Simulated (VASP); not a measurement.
A run of VASP 6.6.1 is set up as follows.

Contents of INCAR:

```
SYSTEM = PtS2
PREC = Accurate
ENCUT = 520
EDIFF = 1E-6
ISMEAR = 0
SIGMA = 0.05
LREAL = .False.
LASPH = .True.
NELM = 150
ALGO = Normal
ISIF = 2
LWAVE = .False.
LCHARG = .True.
LNONCOLLINEAR = .True.
MAGMOM = 0 0 0 0 0 0 0 0 0 0 0 0 0 0 0 0 0 0
LORBIT = 11
LSORBIT = .True.
GGA_COMPAT = .False.
LORBMOM = .True.
LMAXMIX = 4
LDIPOL = .True.
IDIPOL = 3
DIPOL = 0.5 0.5 0.500
GGA = PS
LVHAR = .True.
LVACPOTAV = .True.
NBANDS = 60
```

The input KPOINTS:

```
Automatic mesh
0
Gamma
  12 12 1
  0 0 0
```

POSCAR

```
PtS2
1.0
    3.5713268725      0.0000000000      0.0000000000
   -1.7856634363      3.0928597968      0.0000000000
    0.0000000000      0.0000000000     22.1614372366
S Pt
4 2
Direct
    0.6666666667      0.3333333333      0.3383823097
    0.3333333333      0.6666666667      0.4463191460
    0.6666666667      0.3333333333      0.5536808723
    0.3333333333      0.6666666667      0.6616178046
    0.0000000000      0.0000000000      0.3928307721
    0.0000000000      0.0000000000      0.6071690953
```

Potentials or basis: VASP PAW PBE potentials, release 64 (S, Pt).

Launch:

```console
$ cat potpaw_PBE.64/S/POTCAR potpaw_PBE.64/Pt/POTCAR > POTCAR
$ mpirun -np 1 vasp_ncl > vasp.out
```

(1) What does it give for the largest force?

(2) What does it give for the net moment?

Results:

(1) 0.023 eV/Å.

(2) 0.00 μB per cell.

Caveat: the PAW data sets were made with another functional, which shifts forces and pressure a little.
